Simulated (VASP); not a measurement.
A run of VASP 6.6.1:

Contents of INCAR:

```
SYSTEM = CuPt
PREC = Accurate
ENCUT = 520
EDIFF = 1E-6
ISMEAR = -1
SIGMA = 0.1
LREAL = .FALSE.
LASPH = .TRUE.
NELM = 150
ALGO = Normal
ISIF = 2
LWAVE = .FALSE.
LCHARG = .TRUE.
ISPIN = 2
MAGMOM = 1.6 1.6
LORBIT = 11
NUPDOWN = 3.2
LMAXMIX = 4
LELF = .TRUE.
LVHAR = .TRUE.
NBANDS = 22
```

File KPOINTS:

```
Automatic mesh
0
G
  14 14 14
  0 0 0
```

POSCAR

```
CuPt
1.0
    1.3622969706      0.7865225227      4.2444549900
   -1.3622969706      0.7865225227      4.2444549900
    0.0000000000     -1.5730450454      4.2444549900
Cu Pt
1 1
Direct
    0.0000000000      0.0000000000      0.0000000000
    0.5000000000      0.5000000000      0.5000000000
```

Potentials or basis: VASP PAW LDA potentials, release 64 (Cu, Pt).

Command:

```sh
$ cat potpaw_LDA.64/Cu/POTCAR potpaw_LDA.64/Pt/POTCAR > POTCAR
$ mpirun -np 1 vasp_std > vasp.out
```

Hardware: 1 thread of Oxide Virtual Turin-like Processor, on a shared host.

Problem. How long does it take, and how much memory?

Solution. It took 27 min on 1 thread of Oxide Virtual Turin-like Processor (shared host), peak memory 0.37 GiB. Counts: scf iterations 16, k points 288.
